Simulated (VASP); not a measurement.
# N (P4_2/mnm) in VASP: G0W0 quasiparticle levels with r2SCAN

Aim: the G0W0 quasiparticle levels of N with r2SCAN.

All numbers are computed with VASP 6.6.1; they aren't measurements. Logs are shortened: lines on timing, memory, paths and dates and some standing lists are left out, and cuts for length are marked.

## 1. The cell of the first run

The structure is tetragonal, space group P4_2/mnm (No. 136). Conventional cell: a = 3.961 Å, b = 3.961 Å, c = 5.133 Å, α = 90.00°, β = 90.00°, γ = 90.00°. Within 1.5 Å of N (site symmetry m2m) lie 1 N at 1.09 Å.

## 2. G0W0 quasiparticle levels, r2SCAN

The input, POSCAR:

```
N
1.0
    3.9609740433      0.0000000000      0.0000000000
    0.0000000000      3.9609740433      0.0000000000
    0.0000000000      0.0000000000      5.1331803146
N
4
Direct
    0.9024068167      0.9024068167      0.0000000000
    0.5975931833      0.4024068167      0.5000000000
    0.0975931833      0.0975931833      0.0000000000
    0.4024068167      0.5975931833      0.5000000000
```

The input, INCAR.step1:

```
  ALGO = Normal
  EDIFF = 1E-8
  ENCUT = 500
  ISMEAR = 0
  LASPH = T
  LCHARG = F
  LMIXTAU = T
  LREAL = F
  LWAVE = T
  METAGGA = R2SCAN
  NELM = 100
  PREC = Accurate
  SIGMA = 0.01
```

The input, INCAR.step2:

```
  ALGO = Exact
  EDIFF = 1E-8
  ENCUT = 500
  ISMEAR = 0
  ISTART = 1
  LASPH = T
  LCHARG = F
  LMIXTAU = T
  LOPTICS = T
  LREAL = F
  LWAVE = T
  METAGGA = R2SCAN
  NBANDS = 140
  NELM = 1
  PREC = Accurate
  SIGMA = 0.01
```

The input, INCAR.step3:

```
  ALGO = EVGW0
  EDIFF = 1E-8
  ENCUT = 500
  ENCUTGW = 80.0
  ISMEAR = 0
  ISTART = 1
  LASPH = T
  LCHARG = F
  LMIXTAU = T
  LREAL = F
  LWAVE = F
  METAGGA = R2SCAN
  NBANDS = 140
  NBANDSGW = 18
  NELMGW = 1
  NOMEGA = 96
  OMEGAMAX = 20
  PREC = Accurate
  PRECFOCK = Fast
  SIGMA = 0.01
```

The input, KPOINTS:

```
k-points
0
Gamma
  4 4 4
```

Potentials or basis: VASP PAW PBE potentials, release 64 (N_GW).

Started as:

```
cat potpaw_PBE.64/N_GW/POTCAR > POTCAR
cp INCAR.step1 INCAR
mpirun -np 1 vasp_std > vasp.out
cp INCAR.step2 INCAR
mpirun -np 1 vasp_std > vasp.out
cp INCAR.step3 INCAR
mpirun -np 1 vasp_std > vasp.out
```

OUTCAR:

```text
EDIFF = 1E-8
   ENCUT = 500
   ENCUTGW = 80.0
   ISMEAR = 0
   ISTART = 1
   LASPH = T
   LREAL = F
   METAGGA = R2SCAN
   NELMGW = 1
   PREC = Accurate
   PRECFOCK = Fast

 ion  position               nearest neighbor table
   1  0.902  0.902  0.000-   3 1.09
   2  0.598  0.402  0.500-   4 1.09
   3  0.098  0.098  0.000-   1 1.09
   4  0.402  0.598  0.500-   2 1.09

  LATTYP: Found a simple tetragonal cell.
 ALAT       =     3.9609740433
 C/A-ratio  =     1.2959388924

  Lattice vectors:

 A1 = (   3.9609740433,   0.0000000000,   0.0000000000)
 A2 = (   0.0000000000,   3.9609740433,   0.0000000000)
 A3 = (   0.0000000000,   0.0000000000,   5.1331803146)

Analysis of symmetry for initial positions (statically):
=====================================================================
 Subroutine PRICEL returns:
 Original cell was already a primitive cell.

 Routine SETGRP: Setting up the symmetry group for a
 simple tetragonal supercell.

 Subroutine GETGRP returns: Found 16 space group operations
 (whereof  8 operations were pure point group operations)
 out of a pool of 16 trial point group operations.

The static configuration has the point symmetry D_2h.
 The point group associated with its full space group is D_4h.

Analysis of symmetry for dynamics (positions and initial velocities):
=====================================================================
 Subroutine PRICEL returns:
 Original cell was already a primitive cell.

 Routine SETGRP: Setting up the symmetry group for a
 simple tetragonal supercell.

 Subroutine GETGRP returns: Found 16 space group operations
 (whereof  8 operations were pure point group operations)
 out of a pool of 16 trial point group operations.

The dynamic configuration has the point symmetry D_2h.
 The point group associated with its full space group is D_4h.

 Subroutine INISYM returns: Found 16 space group operations
 (whereof  8 operations are pure point group operations),
 and found     1 'primitive' translations

----------------------------------------------------------------------------------------

                                     Primitive cell

  volume of cell :      80.5361

  direct lattice vectors                    reciprocal lattice vectors
     3.960974043  0.000000000  0.000000000     0.252463154  0.000000000  0.000000000
     0.000000000  3.960974043  0.000000000     0.000000000  0.252463154  0.000000000
     0.000000000  0.000000000  5.133180315     0.000000000  0.000000000  0.194811002

  length of vectors
     3.960974043  3.960974043  5.133180315     0.252463154  0.252463154  0.194811002

  position of ions in fractional coordinates (direct lattice)
     0.902406817  0.902406817  0.000000000
     0.597593183  0.402406817  0.500000000
     0.097593183  0.097593183  0.000000000
     0.402406817  0.597593183  0.500000000

  ion indices of the primitive-cell ions
   primitive index   ion index
                 1           1
                 2           2
                 3           3
                 4           4

----------------------------------------------------------------------------------------

 KPOINTS: k-points

Automatic generation of k-mesh.
 Grid dimensions read from file:
 generate k-points for:    4    4    4

 Generating k-lattice:

  Cartesian coordinates                     Fractional coordinates (reciprocal lattice)
     0.063115789  0.000000000  0.000000000     0.250000000  0.000000000  0.000000000
     0.000000000  0.063115789  0.000000000     0.000000000  0.250000000  0.000000000
     0.000000000  0.000000000  0.048702750     0.000000000  0.000000000  0.250000000

  Length of vectors
     0.063115789  0.063115789  0.048702750

  Shift w.r.t. Gamma in fractional coordinates (k-lattice)
     0.000000000  0.000000000  0.000000000

 Subroutine IBZKPT returns following result:
 ===========================================

 Found     18 irreducible k-points:

 Following reciprocal coordinates:
            Coordinates               Weight
  0.000000  0.000000  0.000000      1.000000
  0.250000  0.000000  0.000000      4.000000
  0.500000  0.000000  0.000000      2.000000
  0.250000  0.250000  0.000000      4.000000
  0.500000  0.250000  0.000000      4.000000
  0.500000  0.500000  0.000000      1.000000
[... 10 lines left out ...]
  0.500000  0.250000  0.500000      4.000000
  0.500000  0.500000  0.500000      1.000000
   k-points           NKPTS =     18   k-points in BZ     NKDIM =     64   number of bands    NBANDS=    140
   number of dos      NEDOS =    301   number of ions     NIONS =      4
   total plane-waves  NPLWV =  36000
   dimension x,y,z NGX =    30 NGY =   30 NGZ =   40
   dimension x,y,z NGXF=    60 NGYF=   60 NGZF=   80
   ions per type =               4
   NGX,Y,Z   is equivalent  to a cutoff of  12.59, 12.59, 12.95 a.u.
   NGXF,Y,Z  is equivalent  to a cutoff of  25.18, 25.18, 25.91 a.u.
 SYSTEM =  unknown system
   PREC   = accura    normal or accurate (medium, high low for compatibility)
   ISTART =      1    job   : 0-new  1-cont  2-samecut
   ICHARG =      0    charge: 1-file 2-atom 10-const
   ISPIN  =      1    spin polarized calculation?
   LNONCOLLINEAR =      F non collinear calculations
   LSORBIT =      F    spin-orbit coupling
   LASPH  =      T    aspherical Exc in radial PAW
   ENCUT  =  500.0 eV  36.75 Ry    6.06 a.u.   7.22  7.22  9.36*2*pi/ulx,y,z
   NELM   =     60;   NELMIN=  2; NELMDL=  0     # of ELM steps
   EDIFF  = 0.1E-07   stopping-criterion for ELM
   LREAL  =      F    real-space projection
   EDIFFG = 0.1E-06   stopping-criterion for IOM
   NSW    =      0    number of steps for IOM
   IBRION =     -1    ionic relax: 0-MD 1-quasi-New 2-CG
   NFREE  =      0    steps in history (QN), initial steepest desc. (CG)
   ISIF   =      0    stress and relaxation
   ISYM   =      3    0-nonsym 1-usesym 2-fastsym
   POTIM  = 0.5000    time-step for ionic-motion
   TEBEG  =    0.0;   TEEND  =   0.0 temperature during run
   PSTRESS=    0.0 pullay stress
   NELECT =      20.0000    total number of electrons
   NUPDOWN=      -1.0000    fix difference up-down
   EMIN   =  10.00;   EMAX   =-10.00  energy-range for DOS
   EFERMI =   0.00;   METHOD = LEGACY
   ISMEAR =     0;   SIGMA  =   0.01  broadening in eV -4-tet -1-fermi 0-gaus
   EFERMI_NEDOS =   21; number of points for ismear=-14 and -15
   IALGO  =     38    algorithm
   IMIX   =      4    mixing-type and parameters
     AMIX     =   0.40;   BMIX     =  1.00
     AMIX_MAG =   1.60;   BMIX_MAG =  1.00
  volume/ion in A,a.u.               =      20.13       135.87
  Fermi-wavevector in a.u.,A,eV,Ry     =   1.029014  1.944555 14.406801  1.058870
  Thomas-Fermi vector in A             =   2.163040
   LORBIT       =      0    0 simple, 1 ext, 2 COOP (PROOUT), +10 PAW based schemes
   METAGGA = R2SCAN    functional components
   LHFCALC =     T    Hartree Fock is set to
   PRECFOCK=fast      Normal, Fast or Accurate (Low or Medium for compatibility)
   ENCUT4O =  -1.0   cutoff for four orbital integrals eV
   NKREDX  =     1    reduce k-point grid by
   NKREDY  =     1    reduce k-point grid by
   NKREDZ  =     1    reduce k-point grid by
   AEXX    =    1.0000 exact exchange contribution
   HFSCREEN=    0.0000 screening length (either q_TF or 0.3 A-1)
   HFSCREENC=   0.0000 screening length for correlation (either q_TF or 0.3 A-1)
   ENCUTFOCK=  -1.0 apply spherical cutoff to Coloumb kernel
   IVDW    =     0    specifies the selected vdW correction
   LEPSILON=     F    determine dielectric tensor
   LRPA    =     F    only Hartree local field effects (RPA)
   LRPAFORCE           =     F    calculate RPA forces
   ENCUTGW             =  80.0    cutoff for response function in eV
   ENCUTGWSOFT         =  64.0    soft cutoff for Coulomb kernel in GW response function in eV
   ENCUTLF             =  -1.0    cutoff for local field effects
   NELMGW              =     1    number of iterations in solving QP/BSE equation
   NELMHF              =     1    number of iterations in the inner HF iteration
   NKREDLFX            =     1    NKREDLFY  =   1   NKREDLFZ  =   1
 non-spin polarized calculation
 Gauss-broadening in eV      SIGMA  =   0.01
  energy-cutoff  :      500.00
  volume of cell :       80.54
 maximum number of plane-waves:      2076
 NGX is ok and might be reduce to    30
  NGX = 16; NGY = 16; NGZ = 20
   NGX = 15   NGY = 15   NGZ = 19
 maximum number of plane-waves:       138
 NGX is ok and might be reduce to    14

 QP shifts <psi_nk| G(iteration)W_0 |psi_nk>: iteration 1
 for sc-GW calculations column KS-energies equals QP-energies in previous step
 and V_xc(KS)=  KS-energies - (<T + V_ion + V_H > + <T+V_H+V_ion>^1  + <V_x>^1)

 k-point   1 :       0.0000    0.0000    0.0000
  band No.  KS-energies  QP-energies   sigma(KS)   V_xc(KS)     V^pw_x(r,r')   Z            occupation Imag(sigma)

      1     -26.1104    -939.1072     -25.0726     -21.0109     -31.0570     224.7825       2.0000       2.9903
      2     -26.0190     -83.9749     -25.2066     -21.1578     -31.1746      14.3143       2.0000       2.8233
      3     -10.1907     -12.2698     -20.2244     -17.5517     -23.9786       0.7779       2.0000       0.0538
      4     -10.1907     -12.2698     -20.2244     -17.5517     -23.9786       0.7779       2.0000       0.0538
      5      -8.7065     -11.5768     -19.4448     -16.0725     -20.7952       0.8511       2.0000       0.0089
      6      -7.9844     -10.5464     -20.0569     -17.0652     -21.3522       0.8563       2.0000       0.0050
[... 10 lines left out ...]
     17       9.2897      10.4023      -5.4981      -6.7461      -2.9097       0.8916       0.0000      -0.0382
     18      13.1792      14.1805      -4.7499      -5.8928      -1.9221       0.8760       0.0000      -0.0639

 k-point   2 :       0.2500    0.0000    0.0000
  band No.  KS-energies  QP-energies   sigma(KS)   V_xc(KS)     V^pw_x(r,r')   Z            occupation Imag(sigma)

      1     -26.0886      -6.9431     -25.1137     -21.0461     -31.0848      -4.7068       2.0000       2.9798
      2     -26.0238      42.4936     -25.2009     -21.1505     -31.1684     -16.9163       2.0000       2.8629
      3     -10.3492     -12.4608     -20.0140     -17.3017     -23.7635       0.7785       2.0000       0.0548
      4     -10.3420     -12.4515     -20.0274     -17.3171     -23.7986       0.7783       2.0000       0.0551
      5      -8.5657     -11.4045     -19.5890     -16.2537     -20.9218       0.8511       2.0000       0.0081
      6      -8.2726     -10.9194     -19.6238     -16.5207     -21.1913       0.8529       2.0000       0.0093
[... 10 lines left out ...]
     17       9.6426      10.7936      -5.4288      -6.7272      -2.8090       0.8865       0.0000      -0.0457
     18      11.3594      12.6939      -5.2801      -6.7691      -2.5404       0.8962       0.0000      -0.1006

 k-point   3 :       0.5000    0.0000    0.0000
  band No.  KS-energies  QP-energies   sigma(KS)   V_xc(KS)     V^pw_x(r,r')   Z            occupation Imag(sigma)
[... 309 lines left out ...]
      1     -26.0390     -14.7484     -25.1945     -21.1274     -31.1492      -2.7761       2.0000       2.9516
      2     -26.0390     -14.7484     -25.1945     -21.1274     -31.1492      -2.7761       2.0000       2.9516
      3     -10.5858     -12.8107     -19.7843     -17.0185     -23.5562       0.8044       2.0000       0.0574
      4     -10.5858     -12.8107     -19.7843     -17.0185     -23.5562       0.8044       2.0000       0.0574
      5      -8.5009     -11.2180     -19.5261     -16.3384     -20.9242       0.8524       2.0000       0.0077
      6      -8.5009     -11.2180     -19.5261     -16.3384     -20.9242       0.8524       2.0000       0.0077
[... 10 lines left out ...]
     17      10.0705      11.6144      -6.1810      -7.9512      -3.4068       0.8721       0.0000      -0.0690
     18      10.0705      11.6144      -6.1810      -7.9512      -3.4068       0.8721       0.0000      -0.0690

 k-point  18 :       0.5000    0.5000    0.5000
  band No.  KS-energies  QP-energies   sigma(KS)   V_xc(KS)     V^pw_x(r,r')   Z            occupation Imag(sigma)

      1     -26.0311     -17.6859     -25.2160     -21.1409     -31.1594      -2.0478       2.0000       2.9688
      2     -26.0311     -17.6859     -25.2160     -21.1409     -31.1594      -2.0478       2.0000       2.9688
      3     -10.6572     -12.8745     -19.7651     -17.0022     -23.5796       0.8025       2.0000       0.0587
      4     -10.6572     -12.8745     -19.7651     -17.0022     -23.5796       0.8025       2.0000       0.0587
      5      -8.4934     -11.1720     -19.4767     -16.3393     -20.8188       0.8538       2.0000       0.0064
      6      -8.4934     -11.1720     -19.4767     -16.3393     -20.8188       0.8538       2.0000       0.0064
[... 10 lines left out ...]
     17       9.7353      10.7387      -5.0240      -6.1599      -2.4741       0.8833       0.0000      -0.0571
     18       9.7353      10.7387      -5.0240      -6.1599      -2.4741       0.8833       0.0000      -0.0571
```

It took 10 min on 1 thread of AMD EPYC 9R45 (Zen 5), shared host; peak memory 1.8 GiB.

Results:

```
Quasiparticle gap                                   : 13.21 eV
Least direct quasiparticle gap                      : 13.51 eV
Band gap of the starting levels on the mesh         : 7.45 eV
Least direct gap of the starting levels on the mesh : 7.69 eV
```

Caveat: the k points lie up to 0.40 Å⁻¹ apart; bands, screening cutoff and mesh are small and nothing is extrapolated, so the quasiparticle values aren't converged; the standard files for N, O and F lose accuracy on very short bonds.
